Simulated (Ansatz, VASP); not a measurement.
**Two plane-wave programs on WSe2**

```
W Se
1.0
     3.31447    0.00000    0.00000
    -1.65724    2.87042    0.00000
     0.00000    0.00000   17.85132
W Se
1 2
Direct
  0.33333 0.66667 0.00000
  0.66667 0.33333 0.90694
  0.66667 0.33333 0.09306
```

Alike in both runs: task single point; functional r2SCAN; k mesh 9 × 9 × 2; occupations gaussian, width 0.02 eV; no spin polarisation.

|  | VASP | Ansatz |
| --- | --- | --- |
| version | VASP 6.6.1 | Ansatz 0.2.0 |
| potentials or method | VASP PAW PBE potentials, release 64 (W_sv, Se), cutoff 520 eV | scalar-relativistic, plane waves, PAW |
| valence electrons in the cell | 26 | 46 |

```tsv
	VASP	Ansatz	Ansatz less VASP
gap on the k mesh at the Fermi level (eV)	1.64	1.64	+0.002
least direct gap on the mesh (eV)	1.64	1.64	+0.002
rms of the force components (eV/Å)	0.019	0.002	-0.0162
```

VASP's potentials were made for PBE, not for r2SCAN. Atom by atom the forces differ by 0.021 eV/Å (rms over components). VASP's potentials hold 26 valence electrons a cell and Ansatz's 46, so a difference there can come from the potentials and not from the codes.

Spin-orbit coupling is off throughout.
